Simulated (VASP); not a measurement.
Wanted: the native input for a VASP 6.6.1 run.

```yaml
Task: single point
Functional: PBE
Potentials_or_basis: VASP PAW PBE potentials, release 64 (Cr_pv)
Cutoff: 520 eV
k_mesh: 14 × 14 × 14
Occupations: gaussian, width 0.1 eV
Spin: collinear spin, antiferromagnetic start
Starting_moments: "[-1.11, 1.11] μB"
Dipole_correction: no
Further_INCAR_settings: ALGO = Normal; EDIFF = 1e-06; NBANDS = 23
```

The structure of Cr lies in POSCAR:

```
Cr
1.0
    2.9582792746      0.0000000000      0.0000000000
    0.0000000000      2.9582792746      0.0000000000
    0.0000000000      0.0000000000      2.9582792746
Cr
2
Direct
    0.0000000000      0.0000000000      0.0000000000
    0.5000000000      0.5000000000      0.5000000000
```

The input as run:

INCAR

```
SYSTEM = Cr
PREC     = Accurate       ! precision mode
ENCUT    = 520            ! plane-wave cutoff, eV
EDIFF    = 1E-6           ! SCF threshold, eV
ISMEAR   = 0              ! smearing method
SIGMA    = 0.1            ! smearing width, eV
LREAL    = .FALSE.        ! projectors in reciprocal space
LASPH    = .TRUE.         ! aspherical terms in the spheres
NELM     = 150            ! most SCF steps
ALGO     = Normal         ! electronic algorithm
ISIF     = 2              ! what is computed and relaxed
LWAVE    = .FALSE.        ! write WAVECAR
LCHARG   = .FALSE.        ! write CHGCAR
ISPIN    = 2              ! spin polarisation
MAGMOM   = -1.11 1.11     ! initial moments
LORBIT   = 11             ! projections on sites
LMAXMIX  = 4              ! l up to which the mixer works
GGA      = PE             ! functional
NBANDS   = 23             ! bands
```

KPOINTS

```
Automatic mesh
0
G
  14 14 14
  0 0 0
```

Potentials or basis: VASP PAW PBE potentials, release 64 (Cr_pv).

The run is started by

```bash
$ cat potpaw_PBE.64/Cr_pv/POTCAR > POTCAR
$ mpirun -np 1 vasp_std > vasp.out
```

Results of the run:

```
Pressure                                              : -12.2 GPa
Band gap on the k mesh                                : zero (filled and empty bands overlap)
Net moment                                            : 0.00 μB per cell
Site moments                                          : Cr -1.75, +1.75 μB
Valence electrons inside the program's atomic spheres : Cr 10.84
```

Caveat: the cell stands under tension; an empty level that is flat over the whole mesh can mark a ghost state of the potentials, or a narrow d or f band; the antiferromagnetic order is the one typed at the start, and another may lie lower.

Wall time 110 s on 1 thread of Intel Xeon 8259CL (shared host), peak memory 0.22 GiB.
